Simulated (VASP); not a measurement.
A run of VASP 6.6.1:

Contents of INCAR:

```
SYSTEM = NaCl
PREC = Accurate
ENCUT = 520
EDIFF = 1E-6
ISMEAR = 0
SIGMA = 0.05
LREAL = .False.
LASPH = .True.
NELM = 60
ALGO = Normal
ISIF = 2
LWAVE = .False.
LCHARG = .False.
GGA = PE
NBANDS = 14
```

KPOINTS

```
Automatic mesh
0
Gamma
  8 8 8
  0 0 0
```

The input POSCAR:

```
NaCl
1.0
    0.0000000000      2.5990021649      2.5990021649
    2.5990021649      0.0000000000      2.5990021649
    2.5990021649      2.5990021649      0.0000000000
Na Cl
1 1
Direct
    0.0000000000      0.0000000000      0.0000000000
    0.5000000000      0.5000000000      0.5000000000
```

Potentials or basis: VASP PAW PBE potentials, release 64 (Na_pv, Cl).

The run is started by

```console
$ cat potpaw_PBE.64/Na_pv/POTCAR potpaw_PBE.64/Cl/POTCAR > POTCAR
$ mpirun -np 1 vasp_std > vasp.out
```

Hardware: 1 thread of Intel(R) Xeon(R) Platinum 8375C CPU @ 2.90GHz (Ice Lake) (shared host).

Estimate the wall time of this run.

Wall time 10 s on 1 thread of Intel(R) Xeon(R) Platinum 8375C CPU @ 2.90GHz (Ice Lake), with other jobs on the host, peak memory 0.15 GiB. Counts: scf iterations 12, k points 29.
